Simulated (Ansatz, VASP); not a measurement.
## One calculation of ScSi4O, two programs

Contents of INCAR:

```
SYSTEM = ScSi4O
PREC = Accurate ; ENCUT = 600
EDIFF = 1E-7 ; ISMEAR = 0
SIGMA = 0.1 ; LREAL = .FALSE.
LASPH = .TRUE. ; NELM = 80
ALGO = Normal ; ISIF = 3
LWAVE = .FALSE. ; LCHARG = .FALSE.
GGA = PE ; IBRION = 2
NSW = 100 ; EDIFFG = -0.01
```

The input KPOINTS:

```
Automatic mesh
0
G
  10 10 10
  0 0 0
```

POSCAR

```
ScSi4O
1.0
    0.0000000000      3.5065871068      3.5065871068
    3.5065871068      0.0000000000      3.5065871068
    3.5065871068      3.5065871068      0.0000000000
Sc Si O
1 4 1
Direct
    0.7500000000      0.7500000000      0.7500000000
    0.8796823672      0.3734392109      0.3734392109
    0.3734392109      0.3734392109      0.3734392109
    0.3734392109      0.8796823672      0.3734392109
    0.3734392109      0.3734392109      0.8796823672
    0.0000000000      0.0000000000      0.0000000000
```

Input for Ansatz:

```yaml
crystal:
  lattice:
    - [0.0, 3.5065871068, 3.5065871068]
    - [3.5065871068, 0.0, 3.5065871068]
    - [3.5065871068, 3.5065871068, 0.0]
  atoms:
    - { symbol: Sc, position: [0.75, 0.75, 0.75] }
    - { symbol: Si, position: [0.8796823672, 0.3734392109, 0.3734392109] }
    - { symbol: Si, position: [0.3734392109, 0.3734392109, 0.3734392109] }
    - { symbol: Si, position: [0.3734392109, 0.8796823672, 0.3734392109] }
    - { symbol: Si, position: [0.3734392109, 0.3734392109, 0.8796823672] }
    - { symbol: O, position: [0.0, 0.0, 0.0] }
basis:
  ecutwfc: 420
kpoints:
  mp_grid: { grid: [10, 10, 10] }
hamiltonian:
  xc: pbe
scf:
  occupations: { method: gaussian, width: 0.1 }
output:
  forces: true
  stress: true
  eigenvalues: true
relax:
  adjacent_minimum: "off"
  f_tol: 0.01
  max_steps: 80
  cell: { stress_tol: 0.05 }
```

Change from the starting cell: species swapped into the LaPrAl4 type (F-43m, No. 216).

Alike in both runs: task relaxation of cell and atoms; functional PBE; k mesh 10 × 10 × 10; occupations gaussian, width 0.1 eV; no spin polarisation.

|  | VASP | Ansatz |
| --- | --- | --- |
| version | VASP 6.6.1 | Ansatz 0.2.0 |
| potentials or method | VASP PAW PBE potentials, release 64 (Sc_sv, Si, O), cutoff 600 eV | scalar-relativistic, plane waves, PAW |
| valence electrons in the cell | 33 | 33 |

|  | VASP | Ansatz | Ansatz less VASP |
| --- | --- | --- | --- |
| gap on the k mesh at the Fermi level, each at its own relaxed structure (eV) | none | none | - |
| relaxed volume (Å³/atom) | 14.38 | 14.38 | -0.001 |
| relaxed cell length with the largest relative difference (Å) | 4.960 | 4.960 | -0.0001 |

A gap of «none» marks a metal or a gap that the smearing closes.
